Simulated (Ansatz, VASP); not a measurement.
**One calculation of NaH, two programs**

```
Na H
1.0
     3.97187    0.00000    0.00000
    -1.98593    3.43974    0.00000
     0.00000    0.00000    4.87405
Na H
2 2
Direct
  0.33333 0.66667 0.93800
  0.66667 0.33333 0.43800
  0.33333 0.66667 0.43800
  0.66667 0.33333 0.93800
```

Alike in both runs: functional PBE; k mesh 14 × 14 × 8; occupations fermi-dirac, width 0.03 eV; no spin polarisation.

Ansatz relaxed the structure, and its values are those at the end. VASP's run is a single point on that final structure, the one shown.

```csv
,VASP,Ansatz
version,VASP 6.6.1,Ansatz 0.2.0
potentials or method,"VASP PAW PBE potentials, release 64 (Na_pv, H)","PAW with Ansatz's default frozen-core files, scalar-relativistic"
plane-wave cutoff (eV),520,420
valence electrons in the cell,16,20
```

```csv
,VASP,Ansatz,Ansatz less VASP
pressure (GPa),0.0,0.0,+0.03
```

VASP's potentials hold 16 valence electrons a cell and Ansatz's 20, so a difference there can come from the potentials and not from the codes.
